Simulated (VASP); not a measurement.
HfN, 4 atoms in the cell. It takes space group P6_3/mmc (No. 194, hexagonal). The conventional cell has a = 3.128 Å, b = 3.128 Å, c = 5.472 Å, α = 90.00°, β = 90.00°, γ = 120.00°. Within 3.0 Å of Hf (site symmetry -6m2) lie 6 N at 2.27 Å. Within 3.0 Å of N (site symmetry -3m) lie 6 Hf at 2.27 Å and 2 N at 2.74 Å.  This cell differs from its parent crystal: strain +0.000 along x and y, +0.015 along z.

| Item | Value |
| --- | --- |
| Program | VASP 6.6.1 |
| Task | single point |
| Functional | PBEsol |
| Potentials or basis | VASP PAW PBE potentials, release 64 (Hf_pv, N) |
| Cutoff | 520 eV |
| k mesh | 18 × 18 × 10 |
| Occupations | gaussian, width 0.15 eV |
| Spin | no spin polarisation |
| Dipole correction | no |
| Further INCAR settings | ALGO = Normal; EDIFF = 1e-06; NBANDS = 23 |

Potentials or basis: VASP PAW PBE potentials, release 64 (Hf_pv, N).

Launch:

```console
$ cat potpaw_PBE.64/Hf_pv/POTCAR potpaw_PBE.64/N/POTCAR > POTCAR
$ mpirun -np 1 vasp_std > vasp.out
```

Hardware: 1 thread of AMD EPYC 9R45 96-Core Processor (Zen 5) (shared host).

Problem. Estimate the wall time of this run.

Solution. Run time: 100 s on 1 thread of AMD EPYC 9R45 96-Core Processor (Zen 5) (shared host), peak memory 0.29 GiB. Counts: scf iterations 13, k points 222.
